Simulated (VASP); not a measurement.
A run of VASP 6.6.1 is set up as follows.

The input INCAR:

```
PREC = Accurate
ENCUT = 520
EDIFF = 1E-8
ISMEAR = -1
SIGMA = 0.05
LREAL = F
LASPH = T
NELM = 100
ALGO = Normal
ISIF = 2
LWAVE = F
LCHARG = F
GGA = PE
LEFG = T
NBANDS = 37
```

Contents of KPOINTS:

```
Automatic mesh
0
Gamma
  6 6 4
```

POSCAR

```
HCBr3
1.0
    6.3119000000      0.0000000000      0.0000000000
   -3.1559500000      5.4662657461      0.0000000000
    0.0000000000      0.0000000000      7.1510000000
H C Br
2 2 6
Direct
    0.6666666667      0.3333333333      0.2310000000
    0.3333333333      0.6666666667      0.7310000000
    0.6666666667      0.3333333333      0.0800000000
    0.3333333333      0.6666666667      0.5800000000
    0.6916600000      0.6343200000      0.0000000000
    0.0573400000      0.6916600000      0.5000000000
    0.3656800000      0.0573400000      0.0000000000
    0.3083400000      0.3656800000      0.5000000000
    0.9426600000      0.3083400000      0.0000000000
    0.6343200000      0.9426600000      0.5000000000
```

Potentials or basis: VASP PAW PBE potentials, release 64 (H, C, Br).

Launch:

```console
$ cat potpaw_PBE.64/H/POTCAR potpaw_PBE.64/C/POTCAR potpaw_PBE.64/Br/POTCAR > POTCAR
$ mpirun -np 1 vasp_std > vasp.out
```

Task: Estimate the pressure.

Result: 2.6 GPa.

Task: Estimate the largest force.

Result: 0.636 eV/Å.

Task: Estimate the band gap on the k mesh.

Result: 3.70 eV.

Electric field gradients, principal values (V/Å²):
```
 atom     least    middle  greatest (by size)
  1 H   -14.097   -14.099              28.196
  2 H   -14.097   -14.099              28.196
  3 C    20.308    20.309             -40.618
  4 C    20.308    20.309             -40.618
 5 Br  -371.710  -410.838             782.548
 6 Br  -371.710  -410.838             782.548
 7 Br  -371.710  -410.838             782.548
 8 Br  -371.710  -410.838             782.548
 9 Br  -371.710  -410.838             782.548
10 Br  -371.710  -410.838             782.548
```

Caveat: this functional lacks dispersion, which holds the molecules together, so the pressure and a relaxed volume are unreliable; without QUAD_EFG the Cq values of the log hold for a quadrupole moment of 1 mb, not for the nuclei. A k mesh can miss the band edges.
